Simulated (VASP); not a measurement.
CdInS3O4: single point with PBE

The system is CdInS3O4.

```
Cd In S O
1.0
     5.58635    0.00000    0.00000
     0.00000    5.58635    0.00000
     0.00000    0.00000    5.58635
Cd In S O
1 1 3 4
Direct
  0.00000 0.00000 0.00000
  0.50000 0.50000 0.50000
  0.00000 0.50000 0.00000
  0.00000 0.00000 0.50000
  0.50000 0.00000 0.00000
  0.22479 0.22479 0.22479
  0.77521 0.77521 0.22479
  0.22479 0.77521 0.77521
  0.77521 0.22479 0.77521
```

The cell was generated, and may not be a known phase.

- Program: VASP 6.6.1
- Task: single point
- Functional: PBE
- Potentials or basis: VASP PAW PBE potentials, release 64 (Cd, In_d, S, O)
- Cutoff: 520 eV
- k mesh: 4 × 4 × 4
- Occupations: gaussian, width 0.1 eV
- Spin: no spin polarisation

- Pressure: 1.6 GPa
- Largest force: 0.195 eV/Å
- Band gap on the k mesh: zero (an odd number of electrons rules out a gap without spin polarisation)

Forces in eV/Å, atoms in the order of the input:
```
Cd   0.000  0.000  0.000
In   0.000  0.000  0.000
S    0.000  0.000  0.000
S    0.000  0.000  0.000
S    0.000  0.000  0.000
O    0.112  0.112  0.112
O   -0.112 -0.112  0.112
O    0.112 -0.112 -0.112
O   -0.112  0.112 -0.112
```

Levels at points of the mesh, in eV from the Fermi level:
| k point | band 31 | band 32 | band 33 | band 34 | band 35 | band 36 |
| --- | --- | --- | --- | --- | --- | --- |
| (0.00, 0.00, 0.00) | -1.88 | -1.88 | -1.66 | 0.17 | 0.17 | 0.17 |
| (0.50, 0.00, 0.00) | -1.26 | -1.26 | -0.23 | -0.19 | 0.09 | 0.09 |
| (0.50, 0.50, 0.00) | -0.46 | -0.46 | -0.15 | -0.06 | 0.02 | 0.22 |
| (0.50, 0.50, 0.50) | -0.13 | -0.13 | -0.13 | 0.11 | 0.22 | 0.22 |

Run time: 2.6 min on 1 thread of Intel Xeon 8259CL (shared host), peak memory 0.29 GiB.

Caveat: spin-orbit coupling is left out, which moves the levels of the heavy elements; an odd number of electrons without spin polarisation forces a metal; a magnetic or distorted state may lie lower.
